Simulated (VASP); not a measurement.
# Na (P4/mmm) in VASP: further runs

The runs below take Na through single point, with PBEsol.

Program: VASP 6.6.1. These are calculated values, not measurements. Logs are shortened: lines on timing, memory, paths and dates and some standing lists are left out, and cuts for length are marked.

## (1) The cell of the first run

Symmetry: P4/mmm, No. 123, tetragonal system. The conventional cell has a = 6.461 Å, b = 6.461 Å, c = 7.304 Å, α = 90.00°, β = 90.00°, γ = 90.00°.

## (2) Single point, PBEsol (strain -0.080 along x and y, +0.040 along z)

Contents of INCAR:

```
PREC     = Accurate       # precision mode
ENCUT    = 520            # plane-wave cutoff, eV
EDIFF    = 1E-6           # SCF threshold, eV
ISMEAR   = 0              # smearing method
SIGMA    = 0.15           # smearing width, eV
LREAL    = False          # projectors in reciprocal space
LASPH    = True           # aspherical terms in the spheres
NELM     = 100            # most SCF steps
ALGO     = Normal         # electronic algorithm
ISIF     = 2              # what is computed and relaxed
LWAVE    = False          # write WAVECAR
LCHARG   = True           # write CHGCAR
GGA      = PS             # functional
LELF     = True           # ELF
LVHAR    = True         
NBANDS   = 10             # bands
```

Contents of KPOINTS:

```
Automatic mesh
0
Gamma
  8 8 8
```

Contents of POSCAR:

```
Na
1.0
    6.4614754333      0.0000000000      0.0000000000
    0.0000000000      6.4614754333      0.0000000000
    0.0000000000      0.0000000000      7.3042765768
Na
1
Direct
    0.0000000000      0.0000000000      0.0000000000
```

Potentials or basis: VASP PAW PBE potentials, release 64 (Na_pv).

Command:

```
$ cat potpaw_PBE.64/Na_pv/POTCAR > POTCAR
$ mpirun -np 1 vasp_std > vasp.out
```

OUTCAR:

```text
PREC = Accurate
   ENCUT = 520
   EDIFF = 1E-6
   ISMEAR = 0
   LREAL = False
   LASPH = True
   NELM = 100
   ISIF = 2
   GGA = PS

 ion  position               nearest neighbor table
   1  0.000  0.000  0.000-

  LATTYP: Found a simple tetragonal cell.
 ALAT       =     6.4614754333
 C/A-ratio  =     1.1304347826

  Lattice vectors:

 A1 = (   6.4614754333,   0.0000000000,   0.0000000000)
 A2 = (   0.0000000000,   6.4614754333,   0.0000000000)
 A3 = (   0.0000000000,   0.0000000000,   7.3042765768)

Analysis of symmetry for initial positions (statically):
=====================================================================
 Subroutine PRICEL returns:
 Original cell was already a primitive cell.

 Routine SETGRP: Setting up the symmetry group for a
 simple tetragonal supercell.

 Subroutine GETGRP returns: Found 16 space group operations
 (whereof 16 operations were pure point group operations)
 out of a pool of 16 trial point group operations.

The static configuration has the point symmetry D_4h.

Analysis of symmetry for dynamics (positions and initial velocities):
=====================================================================
 Subroutine PRICEL returns:
 Original cell was already a primitive cell.

 Routine SETGRP: Setting up the symmetry group for a
 simple tetragonal supercell.

 Subroutine GETGRP returns: Found 16 space group operations
 (whereof 16 operations were pure point group operations)
 out of a pool of 16 trial point group operations.

The dynamic configuration has the point symmetry D_4h.

 Subroutine INISYM returns: Found 16 space group operations
 (whereof 16 operations are pure point group operations),
 and found     1 'primitive' translations

----------------------------------------------------------------------------------------

                                     Primitive cell

  volume of cell :     304.9584

  direct lattice vectors                    reciprocal lattice vectors
     6.461475433  0.000000000  0.000000000     0.154763414  0.000000000  0.000000000
     0.000000000  6.461475433  0.000000000     0.000000000  0.154763414  0.000000000
     0.000000000  0.000000000  7.304276577     0.000000000  0.000000000  0.136906097

  length of vectors
     6.461475433  6.461475433  7.304276577     0.154763414  0.154763414  0.136906097

  position of ions in fractional coordinates (direct lattice)
     0.000000000  0.000000000  0.000000000

[... 74 lines left out ...]
   NELM   =    100;   NELMIN=  2; NELMDL= -5     # of ELM steps
   EDIFF  = 0.1E-05   stopping-criterion for ELM
   LREAL  =      F    real-space projection
   EDIFFG = 0.1E-04   stopping-criterion for IOM
   NSW    =      0    number of steps for IOM
   IBRION =     -1    ionic relax: 0-MD 1-quasi-New 2-CG
   NFREE  =      0    steps in history (QN), initial steepest desc. (CG)
   ISIF   =      2    stress and relaxation
   ISYM   =      2    0-nonsym 1-usesym 2-fastsym
   POTIM  = 0.5000    time-step for ionic-motion
   TEBEG  =    0.0;   TEEND  =   0.0 temperature during run
   PSTRESS=    0.0 pullay stress
   NELECT =       7.0000    total number of electrons
   NUPDOWN=      -1.0000    fix difference up-down
   EMIN   =  10.00;   EMAX   =-10.00  energy-range for DOS
   EFERMI =   0.00;   METHOD = LEGACY
   ISMEAR =     0;   SIGMA  =   0.15  broadening in eV -4-tet -1-fermi 0-gaus
   EFERMI_NEDOS =   21; number of points for ismear=-14 and -15
   IALGO  =     38    algorithm
   IMIX   =      4    mixing-type and parameters
     AMIX     =   0.40;   BMIX     =  1.00
     AMIX_MAG =   1.60;   BMIX_MAG =  1.00
  volume/ion in A,a.u.               =     304.96      2057.96
  Fermi-wavevector in a.u.,A,eV,Ry     =   0.465258  0.879210  2.945187  0.216465
  Thomas-Fermi vector in A             =   1.454457
   LORBIT       =      0    0 simple, 1 ext, 2 COOP (PROOUT), +10 PAW based schemes
   GGA     = PS    functional components
   LHFCALC =     F    Hartree Fock is set to
   AEXX    =    0.0000 exact exchange contribution
   IVDW    =     0    specifies the selected vdW correction
   LEPSILON=     F    determine dielectric tensor
   LRPA    =     F    only Hartree local field effects (RPA)
 non-spin polarized calculation
 Gauss-broadening in eV      SIGMA  =   0.15
  energy-cutoff  :      520.00
  volume of cell :      304.96
 maximum number of plane-waves:      8252
   NGX = 25   NGY = 25   NGZ = 27

 number of electron       6.9999980 magnetization

 Free energy of the ion-electron system (eV)
  ---------------------------------------------------
  ext. energy  EPLUGINS =         0.00000000
  ---------------------------------------------------
  free energy    TOTEN  =        -0.24855746 eV

  energy without entropy =       -0.21519099  energy(sigma->0) =       -0.23187423

 E-fermi :  -2.2664     XC(G=0):  -2.5801

 val. band max:       -2.2709934700   @ k =   0.3750   0.1250   0.2500
 cond. band min:      -2.2633189816   @ k =   0.5000   0.1250   0.0000
 fundamental gap:      0.0076744884
 Fermi energy:        -2.2663836264

 k-point     1 :       0.0000    0.0000    0.0000
  band No.  band energies     occupation
      1     -28.3703      2.00000
      2     -28.3652      2.00000
      3     -28.3652      2.00000
      4      -2.7669      2.00000
      5       0.1878      0.00000
      6       0.7620      0.00000
      7       0.7949      0.00000
      8       0.7949      0.00000
      9       1.2863      0.00000
     10       1.3826      0.00000
[... 287 lines left out ...]
 k-point    24 :       0.5000    0.1250    0.1250
  band No.  band energies     occupation
      1     -28.3703      2.00000
      2     -28.3652      2.00000
      3     -28.3652      2.00000
      4      -2.2379      0.78847
      5      -1.0886      0.00000
      6       0.3440      0.00000
      7       0.6955      0.00000
      8       1.3460      0.00000
      9       1.7852      0.00000
     10       1.8882      0.00000

 [... further k-points ...]
[... 5 lines left out ...]
  --------------------------------------------------------------------------------------
  -------------------------------------------------------------------------------------
  Total       -0.4667050     -0.4667050     -0.1504840      0.0000000      0.0000000      0.0000000
  in kB       -2.4519546     -2.4519546     -0.7906062      0.0000000      0.0000000      0.0000000
  external PRESSURE =      -1.8981718 kB  Pullay stress =       0.0000000 kB

 VOLUME and BASIS-vectors are now :
 -----------------------------------------------------------------------------
  energy-cutoff  :      520.00
  volume of cell :      304.96
      direct lattice vectors                 reciprocal lattice vectors
     6.461475433  0.000000000  0.000000000     0.154763414  0.000000000  0.000000000
     0.000000000  6.461475433  0.000000000     0.000000000  0.154763414  0.000000000
     0.000000000  0.000000000  7.304276577     0.000000000  0.000000000  0.136906097

 POSITION                                       TOTAL-FORCE (eV/Angst)
 -----------------------------------------------------------------------------------
      0.00000      0.00000      0.00000         0.000000      0.000000      0.000000
 -----------------------------------------------------------------------------------
    total drift:                                0.000000      0.000000      0.000000

  FREE ENERGIE OF THE ION-ELECTRON SYSTEM (eV)
  ---------------------------------------------------
  free  energy   TOTEN  =        -0.2485574586 eV

  energy  without entropy=       -0.2151909942  energy(sigma->0) =       -0.23187423
```

OSZICAR:

```text
N       E                     dE             d eps       ncg     rms          rms(c)
DAV:   1     0.828804440886E+01    0.82880E+01   -0.29458E+03  2100   0.376E+02
DAV:   2     0.464310768029E-02   -0.82834E+01   -0.82692E+01  1574   0.875E+01
DAV:   3    -0.237842167905E+00   -0.24249E+00   -0.24241E+00  1816   0.169E+01
DAV:   4    -0.242422351930E+00   -0.45802E-02   -0.45800E-02  1754   0.206E+00
DAV:   5    -0.242540731275E+00   -0.11838E-03   -0.11838E-03  1698   0.333E-01    0.158E-01
DAV:   6    -0.243930738496E+00   -0.13900E-02   -0.24867E-03  1628   0.572E-01    0.109E-01
DAV:   7    -0.246787681331E+00   -0.28569E-02   -0.57658E-03  1546   0.643E-01    0.558E-02
DAV:   8    -0.247596938510E+00   -0.80926E-03   -0.13854E-03  1564   0.337E-01    0.182E-02
DAV:   9    -0.248373963813E+00   -0.77703E-03   -0.14460E-03  1536   0.618E-02    0.619E-03
DAV:  10    -0.248483571250E+00   -0.10961E-03   -0.12111E-04  1632   0.258E-02    0.536E-03
DAV:  11    -0.248548871353E+00   -0.65300E-04   -0.15308E-04  1540   0.268E-02    0.116E-03
DAV:  12    -0.248552530711E+00   -0.36594E-05   -0.52874E-06  1654   0.556E-03    0.620E-04
DAV:  13    -0.248557101953E+00   -0.45712E-05   -0.11711E-05  1540   0.586E-03    0.388E-04
DAV:  14    -0.248557458556E+00   -0.35660E-06   -0.45145E-07  1652   0.223E-03
   1 F= -.24855746E+00 E0= -.23187423E+00  d E =-.333665E-01
```

Wall time 84 s (1 thread of Intel Xeon 6975P-C (Granite Rapids), shared host); peak memory 0.44 GiB.

Results:

```
Free energy            : -0.2486 eV
Pressure               : -0.2 GPa
Band gap on the k mesh : zero (an odd number of electrons rules out a gap without spin polarisation)
```

Caveat: the cell differs from its parent crystal (strain -0.080 along x and y, +0.040 along z); the atoms stand far beyond bonding distance; the PAW data sets were made with another functional, which shifts forces and pressure a little.

## (3) Single point, PBEsol (strain -0.080 along x and y, +0.080 along z)

Contents of INCAR:

```
SYSTEM = Na
ALGO     = Normal         ! electronic algorithm
EDIFF    = 1E-6           ! SCF threshold, eV
ENCUT    = 520            ! plane-wave cutoff, eV
GGA      = PS             ! functional
ISIF     = 2              ! what is computed and relaxed
ISMEAR   = 0              ! smearing method
LASPH    = .True.         ! aspherical terms in the spheres
LCHARG   = .False.        ! write CHGCAR
LREAL    = .False.        ! projectors in reciprocal space
LWAVE    = .False.        ! write WAVECAR
NBANDS   = 10             ! bands
NELM     = 100            ! most SCF steps
PREC     = Accurate       ! precision mode
SIGMA    = 0.15           ! smearing width, eV
```

Contents of KPOINTS:

```
k-points
0
Gamma
  8 8 8
  0 0 0
```

POSCAR, as its differences from that of step 2:

```diff
@@ -4,3 +4,3 @@
     0.0000000000      6.4614754333      0.0000000000
-    0.0000000000      0.0000000000      7.3042765768
+    0.0000000000      0.0000000000      7.5852102913
 Na
```

Potentials or basis: VASP PAW PBE potentials, release 64 (Na_pv).

Command:

```
$ cat potpaw_PBE.64/Na_pv/POTCAR > POTCAR
$ mpirun -np 1 vasp_std > vasp.out
```

It took 73 s on 1 thread of Intel Xeon 6975P-C (Granite Rapids), shared host; peak memory 0.45 GiB.

It converged, with:

- Free energy: -0.2439 eV
- Pressure: -0.2 GPa
- Band gap on the k mesh: zero (an odd number of electrons rules out a gap without spin polarisation)

Stress tensor (GPa, compression positive):
```
-0.24  0.00  0.00
 0.00 -0.24  0.00
 0.00  0.00 -0.05
```

Levels at points of the mesh, in eV from the Fermi level:
```csv
k point,band 1,band 2,band 3,band 4,band 5,band 6,band 7,band 8
"(0.00, 0.00, 0.00)",-26.10,-26.09,-26.09,-0.48,2.33,2.96,3.08,3.08
"(0.50, 0.00, 0.00)",-26.10,-26.09,-26.09,-0.02,1.12,2.76,3.47,3.64
"(0.50, 0.50, 0.00)",-26.10,-26.09,-26.09,0.42,1.63,1.63,2.58,3.15
"(0.00, 0.00, 0.50)",-26.10,-26.09,-26.09,-0.30,1.22,3.23,3.23,3.82
"(0.50, 0.00, 0.50)",-26.10,-26.09,-26.09,0.14,1.34,1.76,2.61,3.60
"(0.50, 0.50, 0.50)",-26.10,-26.09,-26.09,0.57,1.82,1.82,2.25,2.87
```

Caveat: the cell differs from its parent crystal (strain -0.080 along x and y, +0.080 along z); the atoms stand far beyond bonding distance; the PAW data sets were made with another functional, which shifts forces and pressure a little.

## (4) Single point, PBEsol (strain -0.080 along x and y, -0.040 along z)

Contents of INCAR:

```
SYSTEM = Na
  PREC = Accurate
  ENCUT = 520
  EDIFF = 1E-6
  ISMEAR = 0
  SIGMA = 0.15
  LREAL = .False.
  LASPH = .True.
  NELM = 100
  ALGO = Normal
  ISIF = 2
  LWAVE = .False.
  LCHARG = .False.
  GGA = PS
  NBANDS = 10
```

Contents of KPOINTS:

```
regular mesh
0
Gamma
  8 8 8
  0 0 0
```

POSCAR, as its differences from that of step 3:

```diff
@@ -4,3 +4,3 @@
     0.0000000000      6.4614754333      0.0000000000
-    0.0000000000      0.0000000000      7.5852102913
+    0.0000000000      0.0000000000      6.7424091478
 Na
```

Command:

```
$ cat potpaw_PBE.64/Na_pv/POTCAR > POTCAR
$ mpirun -np 1 vasp_std > vasp.out
```

It took 62 s on 1 thread of Intel Xeon 6975P-C (Granite Rapids), shared host; peak memory 0.43 GiB.

The run converged. Its results:

| Quantity | Value |
| --- | --- |
| Free energy | -0.2665 eV |
| Pressure | -0.2 GPa |
| Band gap on the k mesh | zero (an odd number of electrons rules out a gap without spin polarisation) |

Stress tensor (GPa, compression positive):
```
-0.25  0.00  0.00
 0.00 -0.25  0.00
 0.00  0.00 -0.18
```

Levels at points of the mesh, in eV from the Fermi level:
```csv
k point,band 2,band 3,band 4,band 5,band 6,band 7
"(0.00, 0.00, 0.00)",-26.12,-26.12,-0.56,2.78,3.02,3.02
"(0.50, 0.00, 0.00)",-26.12,-26.12,-0.10,1.05,3.18,3.41
"(0.50, 0.50, 0.00)",-26.12,-26.12,0.34,1.56,1.56,2.50
"(0.00, 0.00, 0.50)",-26.12,-26.12,-0.19,1.06,3.33,3.33
"(0.50, 0.00, 0.50)",-26.12,-26.12,0.25,1.47,1.58,2.50
"(0.50, 0.50, 0.50)",-26.12,-26.12,0.67,1.93,1.93,2.05
```

Caveat: the cell differs from its parent crystal (strain -0.080 along x and y, -0.040 along z); the atoms stand far beyond bonding distance; the PAW data sets were made with another functional, which shifts forces and pressure a little.

## (5) Summary

| cell | gap on the mesh (eV) | pressure (GPa) |
| --- | --- | --- |
| a = 6.461, b = 6.461, c = 7.304 Å, 1 atom | none | -0.2 |
| a = 6.461, b = 6.461, c = 7.585 Å, 1 atom | none | -0.2 |
| a = 6.461, b = 6.461, c = 6.742 Å, 1 atom | none | -0.2 |

Alike in all rows: task single point; level PBEsol; potentials or basis VASP PAW PBE potentials, release 64 (Na_pv); no spin polarisation; k mesh 8 × 8 × 8; cutoff (eV) 520; smearing gaussian 0.15 eV.

Caveats: the atoms stand far beyond bonding distance; the PAW data sets were made with another functional, which shifts forces and pressure a little.

Absolute energies hang on the potentials; compare differences alone.

The gap in the log of VASP goes by the Fermi energy; the results here count the filled bands.